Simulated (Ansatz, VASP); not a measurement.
**Sn: VASP beside Ansatz**

```
CELL_PARAMETERS angstrom
2.80235 -4.74947 0.00000
2.80235 4.74947 0.00000
0.00000 0.00000 5.61216
ATOMIC_POSITIONS crystal
Sn 0.15250 0.84750 0.07850
Sn 0.65250 0.34750 0.42150
Sn 0.84750 0.15250 0.92150
Sn 0.34750 0.65250 0.57850
```

Alike in both runs: task single point; functional PBEsol; k mesh 4 × 4 × 4; occupations gaussian, width 0.1 eV; no spin polarisation.

|  | VASP | Ansatz |
| --- | --- | --- |
| version | VASP 6.6.1 | Ansatz 0.2.0 |
| potentials or method | VASP PAW PBE potentials, release 64 (Sn_d), cutoff 520 eV | scalar-relativistic, plane waves, PAW |
| valence electrons in the cell | 56 | 56 |

|  | VASP | Ansatz | Ansatz less VASP |
| --- | --- | --- | --- |
| gap on the k mesh at the Fermi level (eV) | none | none | - |
| pressure (GPa) | -5.4 | -5.5 | -0.03 |
| traceless stress, the component that is largest in VASP (GPa) | 0.88 | 0.87 | -0.012 |
| rms of the force components (eV/Å) | 0.367 | 0.367 | -0.0005 |

VASP's potentials were made for PBE, not for PBEsol. Atom by atom the forces differ by 0.001 eV/Å (rms over components). A gap of «none» marks a metal or a gap that the smearing closes. With one functional, cell and mesh, what is left measures potentials, basis and numerics.
